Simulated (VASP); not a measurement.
# ZnSi6Ni3 in VASP: a series of runs

Runs on ZnSi6Ni3. Level: PBEsol. Tasks: single point.

Everything below comes from runs of VASP 6.6.1. Logs are shortened: lines on timing, memory, paths and dates and some standing lists are left out, and cuts for length are marked.

## (1) The cell of the first run

The cell holds a slab with vacuum, 10 atoms: a = 3.812 Å, b = 3.812 Å, c = 26.782 Å, α = 90.00°, β = 90.00°, γ = 120.00°.

## (2) Single point, PBEsol

INCAR

```
PREC = Accurate ; ENCUT = 520
EDIFF = 1E-7 ; ISMEAR = 0
SIGMA = 0.1 ; LREAL = False
LASPH = True ; NELM = 80
ALGO = Normal ; ISIF = 2
LWAVE = False ; LCHARG = False
LDIPOL = True ; IDIPOL = 3
DIPOL = 0.5 0.5 0.486 ; GGA = PS
NBANDS = 44
```

KPOINTS

```
regular mesh
0
Gamma
  9 9 1
```

POSCAR

```
ZnSi6Ni3
1.0
    3.8123023665      0.0000000000      0.0000000000
   -1.9061511833      3.3015506963      0.0000000000
    0.0000000000      0.0000000000     26.7818296193
Si Ni Zn
6 3 1
Direct
    0.0000000000      0.0000000000      0.3173793621
    0.3333333333      0.6666666667      0.3754921179
    0.6666666667      0.3333333333      0.4336048736
    0.0000000000      0.0000000000      0.4918972677
    0.3333333333      0.6666666667      0.5511751157
    0.6666666667      0.3333333333      0.6043039160
    0.6666666667      0.3333333333      0.3464357400
    0.3333333333      0.6666666667      0.4629501970
    0.0000000000      0.0000000000      0.5772040204
    0.6666666667      0.3333333333      0.6966932193
```

Potentials or basis: VASP PAW PBE potentials, release 64 (Si, Ni, Zn).

Started as:

```console
$ cat potpaw_PBE.64/Si/POTCAR potpaw_PBE.64/Ni/POTCAR potpaw_PBE.64/Zn/POTCAR > POTCAR
$ mpirun -np 1 vasp_std > vasp.out
```

OUTCAR:

```text
PREC = Accurate
   ENCUT = 520
   EDIFF = 1E-7
   ISMEAR = 0
   LREAL = False
   LASPH = True
   NELM = 80
   ISIF = 2
   GGA = PS

 ion  position               nearest neighbor table
   1  0.000  0.000  0.317-   7 2.33   7 2.33   7 2.33   2 2.70   2 2.70   2 2.70
   2  0.333  0.667  0.375-   7 2.33   7 2.33   7 2.33   8 2.34   3 2.70   3 2.70   3 2.70   1 2.70
                             1 2.70   1 2.70
   3  0.667  0.333  0.434-   7 2.33   8 2.34   8 2.34   8 2.34   2 2.70   2 2.70   2 2.70   4 2.70
                             4 2.70   4 2.70
   4  0.000  0.000  0.492-   9 2.28   8 2.33   8 2.33   8 2.33   3 2.70   3 2.70   3 2.70   5 2.71
                             5 2.71   5 2.71
   5  0.333  0.667  0.551-   9 2.31   9 2.31   9 2.31   8 2.36   6 2.62   6 2.62   6 2.62   4 2.71
                             4 2.71   4 2.71
   6  0.667  0.333  0.604-   9 2.32   9 2.32   9 2.32  10 2.47   5 2.62   5 2.62   5 2.62
   7  0.667  0.333  0.346-   3 2.33   2 2.33   2 2.33   1 2.33   1 2.33   1 2.33   2 2.33
   8  0.333  0.667  0.463-   4 2.33   4 2.33   4 2.33   3 2.34   3 2.34   3 2.34   2 2.34   5 2.36

   9  0.000  0.000  0.577-   4 2.28   5 2.31   5 2.31   5 2.31   6 2.32   6 2.32   6 2.32
  10  0.667  0.333  0.697-   6 2.47

  LATTYP: Found a hexagonal cell.
 ALAT       =     3.8123023665
 C/A-ratio  =     7.0251063648

  Lattice vectors:

 A1 = (   3.8123023665,   0.0000000000,   0.0000000000)
 A2 = (  -1.9061511833,   3.3015506963,   0.0000000000)
 A3 = (   0.0000000000,   0.0000000000,  26.7818296193)

Analysis of symmetry for initial positions (statically):
=====================================================================
 Subroutine PRICEL returns:
 Original cell was already a primitive cell.

 Routine SETGRP: Setting up the symmetry group for a
 hexagonal supercell.

 Subroutine GETGRP returns: Found  6 space group operations
 (whereof  6 operations were pure point group operations)
 out of a pool of 24 trial point group operations.

The static configuration has the point symmetry C_3v.

Analysis of symmetry for dynamics (positions and initial velocities):
=====================================================================
 Subroutine PRICEL returns:
 Original cell was already a primitive cell.

 Routine SETGRP: Setting up the symmetry group for a
 hexagonal supercell.

 Subroutine GETGRP returns: Found  6 space group operations
 (whereof  6 operations were pure point group operations)
[... 120 lines left out ...]
   ISMEAR =     0;   SIGMA  =   0.10  broadening in eV -4-tet -1-fermi 0-gaus
   EFERMI_NEDOS =   21; number of points for ismear=-14 and -15
   IALGO  =     38    algorithm
   IMIX   =      4    mixing-type and parameters
     AMIX     =   0.40;   BMIX     =  1.00
     AMIX_MAG =   1.60;   BMIX_MAG =  1.00
  volume/ion in A,a.u.               =      33.71       227.48
  Fermi-wavevector in a.u.,A,eV,Ry     =   0.950621  1.796414 12.295329  0.903681
  Thomas-Fermi vector in A             =   2.079015
   LORBIT       =      0    0 simple, 1 ext, 2 COOP (PROOUT), +10 PAW based schemes
   GGA     = PS    functional components
   LHFCALC =     F    Hartree Fock is set to
   AEXX    =    0.0000 exact exchange contribution
   IVDW    =     0    specifies the selected vdW correction
   LEPSILON=     F    determine dielectric tensor
   LRPA    =     F    only Hartree local field effects (RPA)
 non-spin polarized calculation
 Gauss-broadening in eV      SIGMA  =   0.10
  energy-cutoff  :      520.00
  volume of cell :      337.09
 maximum number of plane-waves:      9099
   NGX = 15   NGY = 15   NGZ = 99

 dipolmoment           0.000000      0.000000      0.155840 electrons x Angstroem

 number of electron      65.9999989 magnetization

 dipolmoment           0.000000      0.000000     -0.034615 electrons x Angstroem

 Free energy of the ion-electron system (eV)
  ---------------------------------------------------
  ext. energy  EPLUGINS =         0.00000000
  ---------------------------------------------------
  free energy    TOTEN  =       -55.73253749 eV

  energy without entropy =      -55.70659697  energy(sigma->0) =      -55.71956723

 E-fermi :   1.1391     XC(G=0):  -5.5394

 val. band max:        1.1080633418   @ k =   0.2222   0.2222   0.0000
 cond. band min:       1.1483242130   @ k =   0.1111   0.0000   0.0000
 fundamental gap:      0.0402608712
 Fermi energy:         1.1391497295

 k-point     1 :       0.0000    0.0000    0.0000
  band No.  band energies     occupation
      1     -12.3543      2.00000
      2     -11.2946      2.00000
      3      -9.8345      2.00000
      4      -7.4625      2.00000
      5      -6.1306      2.00000
      6      -5.9107      2.00000
[... 553 lines left out ...]
     43       5.8977      0.00000
     44       6.1545      0.00000

------------------------ aborting loop because EDIFF is reached ----------------------------------------

 vacuum level on the upper side and lower side of the slab       (xc-potential included)        -0.332         0.182

  FORCE on cell =-STRESS in cart. coord.  units (eV):
  Direction    XX          YY          ZZ          XY          YZ          ZX
  --------------------------------------------------------------------------------------
  -------------------------------------------------------------------------------------
  Total       -4.2418055     -4.2418055     -1.3527002      0.0000000      0.0000000     -0.0000000
  in kB      -20.1611725    -20.1611725     -6.4293430      0.0000000      0.0000000     -0.0000000
  external PRESSURE =     -15.5838960 kB  Pullay stress =       0.0000000 kB

 VOLUME and BASIS-vectors are now :
 -----------------------------------------------------------------------------
  energy-cutoff  :      520.00
  volume of cell :      337.09
      direct lattice vectors                 reciprocal lattice vectors
     3.812302366  0.000000000  0.000000000     0.262308680  0.151443987  0.000000000
    -1.906151183  3.301550696  0.000000000     0.000000000  0.302887974  0.000000000
     0.000000000  0.000000000 26.781829619     0.000000000  0.000000000  0.037338748

 POSITION                                       TOTAL-FORCE (eV/Angst)
 -----------------------------------------------------------------------------------
      0.00000      0.00000      8.50000        -0.000000     -0.000000      0.578581
     -0.00000      2.20103     10.05637        -0.000000     -0.000000     -0.554880
      1.90615      1.10052     11.61273        -0.000000     -0.000000     -0.251233
      0.00000      0.00000     13.17391        -0.000000     -0.000000     -0.024398
     -0.00000      2.20103     14.76148        -0.000000     -0.000000     -0.000375
      1.90615      1.10052     16.18436        -0.000000     -0.000000      0.011864
      1.90615      1.10052      9.27818        -0.000000      0.000000      0.213910
     -0.00000      2.20103     12.39865        -0.000000     -0.000000      0.009773
      0.00000      0.00000     15.45858        -0.000000     -0.000000      0.010758
      1.90615      1.10052     18.65872         0.000000      0.000000      0.005999
 -----------------------------------------------------------------------------------
    total drift:                                0.000005     -0.000002      0.001293

  FREE ENERGIE OF THE ION-ELECTRON SYSTEM (eV)
  ---------------------------------------------------
  free  energy   TOTEN  =       -55.7325374907 eV

  energy  without entropy=      -55.7065969684  energy(sigma->0) =      -55.71956723

 vacuum level on the upper side and lower side of the slab         5.137         5.664
```

stdout:

```text
POSCAR found type information on POSCAR SiNiZn
 POSCAR found :  3 types and      10 ions
 scaLAPACK will be used
 -----------------------------------------------------------------------------
|                                                                             |
|                                                                             |
|     You enforced a specific xc type in the INCAR file but a different       |
|     I HOPE YOU KNOW WHAT YOU ARE DOING!                                     |
|                                                                             |
 -----------------------------------------------------------------------------

 LDA part: xc-table for (Slater+PW92), standard interpolation
 POSCAR, INCAR and KPOINTS ok, starting setup
 FFT: planning ... GRIDC
 FFT: planning ... GRID_SOFT
 FFT: planning ... GRID
 WAVECAR not read
 entering main loop
```

Wall time 14 min (1 thread of Intel Xeon 6975P-C, shared host); peak memory 0.5 GiB.

What came out:

```
Free energy            : -55.7325 eV
Largest force          : 0.579 eV/Å
Band gap on the k mesh : zero (band 33 reaches 2.09 eV, above the bottom of band 34 at 0.81 eV)
```

Forces in eV/Å, atoms in the order of the input:
```
Si   0.000  0.000  0.579
Si   0.000  0.000 -0.555
Si   0.000  0.000 -0.251
Si   0.000  0.000 -0.024
Si   0.000  0.000  0.000
Si   0.000  0.000  0.012
Ni   0.000  0.000  0.214
Ni   0.000  0.000  0.010
Ni   0.000  0.000  0.011
Zn   0.000  0.000  0.006
```

Caveat: the PAW data sets were made with another functional, which shifts forces and pressure a little. Spin polarisation is off, so any magnetic state and its effect on volume and gap are missing.

(Part 1 of 2 ends here.)
